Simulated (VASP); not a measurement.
Wanted: the native input for a VASP 6.6.1 run.

| Item | Value |
| --- | --- |
| Task | single point |
| Functional | PBEsol |
| Potentials or basis | VASP PAW PBE potentials, release 64 (Si, C) |
| Cutoff | 600 eV |
| k mesh | 12 × 12 × 12 |
| Occupations | gaussian, width 0.01 eV |
| Spin | no spin polarisation |
| Dipole correction | no |
| Further INCAR settings | ALGO = Normal; EDIFF = 1e-06; NBANDS = 11 |

The structure of SiC (Moissanite 3C) lies in POSCAR:

```
SiC
1.0
    0.0000000000      2.1790000000      2.1790000000
    2.1790000000      0.0000000000      2.1790000000
    2.1790000000      2.1790000000      0.0000000000
Si C
1 1
Direct
    0.0000000000      0.0000000000      0.0000000000
    0.2500000000      0.2500000000      0.2500000000
```

The input as run:

INCAR

```
SYSTEM = SiC
PREC = Accurate
ENCUT = 600
EDIFF = 1E-6
ISMEAR = 0
SIGMA = 0.01
LREAL = .FALSE.
LASPH = .TRUE.
NELM = 120
ALGO = Normal
ISIF = 2
LWAVE = .FALSE.
LCHARG = .FALSE.
GGA = PS
NBANDS = 11
GGA_COMPAT = .FALSE.
```

KPOINTS

```
regular mesh
0
G
  12 12 12
  0 0 0
```

Potentials or basis: VASP PAW PBE potentials, release 64 (Si, C).

The run is started by

```sh
$ cat potpaw_PBE.64/Si/POTCAR potpaw_PBE.64/C/POTCAR > POTCAR
$ mpirun -np 1 vasp_std > vasp.out
```

Results of the run:

- Pressure: 0.0 GPa
- Band gap on the k mesh: 1.23 eV, indirect (least direct gap 4.44 eV)

Caveat: the PAW data sets were made with another functional, which shifts forces and pressure a little.

It used 31 s of CPU time on 1 thread of AMD EPYC 7R13 Processor (Zen 3) (shared host).
